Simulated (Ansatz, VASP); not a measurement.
O in VASP and in Ansatz

Contents of INCAR:

```
PREC = Accurate
ENCUT = 520
EDIFF = 1E-6
ISMEAR = -1
SIGMA = 0.03
LREAL = F
LASPH = T
NELM = 80
ALGO = Normal
ISIF = 2
LWAVE = F
LCHARG = F
GGA = PE
NBANDS = 13
```

File KPOINTS:

```
regular mesh
0
Gamma
  12 12 12
```

Contents of POSCAR:

```
O
1.0
    0.0000000000      2.1391632500      3.3448500000
    1.5005252500      0.0000000000      3.3448500000
    1.5005252500      2.1391632500      0.0000000000
O
2
Direct
    0.0871000000      0.0871000000      0.9129000000
    0.9129000000      0.9129000000      0.0871000000
```

Input for Ansatz:

```yaml
crystal:
  lattice:
    - [0.0, 2.13916325, 3.34485]
    - [1.50052525, 0.0, 3.34485]
    - [1.50052525, 2.13916325, 0.0]
  atoms:
    - { symbol: O, position: [0.0871, 0.0871, 0.9129] }
    - { symbol: O, position: [0.9129, 0.9129, 0.0871] }
kpoints:
  mp_grid: { grid: [12, 12, 12] }
scf:
  occupations: { method: fermi_dirac, width: 0.03 }
hamiltonian:
  xc: pbe
  pseudopotentials: { kind: all_electron, lapw: { basis_error: 0.001 } }
output:
  forces: true
  stress: true
  eigenvalues: true
```

Change from the starting cell: x and y stretched by +1.5 %, z held.

Alike in both runs: task single point; functional PBE; k mesh 12 × 12 × 12; occupations fermi-dirac, width 0.03 eV; no spin polarisation.

|  | VASP | Ansatz |
| --- | --- | --- |
| version | VASP 6.6.1 | Ansatz 0.2.0 |
| potentials or method | VASP PAW PBE potentials, release 64 (O), cutoff 520 eV | all-electron LAPW, scalar-relativistic |

```tsv
	VASP	Ansatz	Ansatz less VASP
pressure (GPa)	16.9	11.9	-5.01
traceless stress, the component that is largest in VASP (GPa)	42.82	31.97	-10.847
rms of the force components (eV/Å)	3.341	2.245	-1.0959
```

Atom by atom the forces differ by 1.096 eV/Å (rms over components). Ansatz ran all-electron here, and VASP with PAW potentials.

Noted on VASP's run: the standard files for N, O and F lose accuracy on very short bonds; spin is off for a triplet molecule.
